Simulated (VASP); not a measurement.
Runs of VASP 6.6.1 on MgO. The structure is that of space group P6_3/mmc (No. 194), or close to it. The cells are those of the table. 

```tsv
cell	gap on the mesh (eV)	pressure (GPa)
a = 3.486, b = 3.486, c = 4.648 Å, angles 90.0, 90.0, 120.0°, 4 atoms	(c)	(b)
a = 3.486, b = 3.486, c = 3.865 Å, angles 90.0, 90.0, 120.0°, 4 atoms	3.74	16.3
a = 3.486, b = 3.486, c = 4.335 Å, angles 90.0, 90.0, 120.0°, 4 atoms	3.08	-3.8
a = 3.486, b = 3.486, c = 4.491 Å, angles 90.0, 90.0, 120.0°, 4 atoms	2.86	(a)
a = 3.486, b = 3.486, c = 4.726 Å, angles 90.0, 90.0, 120.0°, 4 atoms	2.55	-10.0
```

Alike in all rows: task single point; level PBEsol; potentials or basis VASP PAW PBE potentials, release 64 (Mg, O); no spin polarisation; k mesh 9 × 9 × 6; cutoff (eV) 520; smearing gaussian 0.05 eV.

Question: Fill in the values left out.

Answer: (a) -7.0; (b) -9.2; (c) 2.65.

Caveats: the PAW data sets were made with another functional, which shifts forces and pressure a little.

